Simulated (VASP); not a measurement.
A run of VASP 6.6.1 is set up as follows.

File INCAR:

```
SYSTEM = SnTe
PREC = Accurate
ENCUT = 500
EDIFF = 1E-6
ISMEAR = 0
SIGMA = 0.03
LREAL = .False.
LASPH = .True.
NELM = 120
ALGO = Normal
ISIF = 2
LWAVE = .False.
LCHARG = .False.
GGA = PS
NBANDS = 17
GGA_COMPAT = .False.
```

Contents of KPOINTS:

```
regular mesh
0
Gamma
  10 10 10
  0 0 0
```

POSCAR

```
SnTe
1.0
    0.0000000000      2.9986750000      3.1565000000
    2.9986750000      0.0000000000      3.1565000000
    2.9986750000      2.9986750000      0.0000000000
Sn Te
1 1
Direct
    0.0000000000      0.0000000000      0.0000000000
    0.5000000000      0.5000000000      0.5000000000
```

Potentials or basis: VASP PAW PBE potentials, release 64 (Sn_d, Te).

Run with:

```console
$ cat potpaw_PBE.64/Sn_d/POTCAR potpaw_PBE.64/Te/POTCAR > POTCAR
$ mpirun -np 1 vasp_std > vasp.out
```

Problem. Estimate the band gap on the k mesh.

Solution. Zero (bands 10 and 11 overlap by 0.07 eV).

Problem. Estimate the pressure.

Solution. 5.6 GPa.

Stress tensor (GPa, compression positive):
```
 8.34  0.00  0.00
 0.00  8.34  0.00
 0.00  0.00 -0.01
```

Caveat: the cell differs from its parent crystal (strain -0.050 along x and y, +0.000 along z); the cell stands under pressure; semilocal functionals underestimate gaps, so a narrow gap can read as zero; the PAW data sets were made with another functional, which shifts forces and pressure a little; spin-orbit coupling is left out, which moves the levels of the heavy elements.
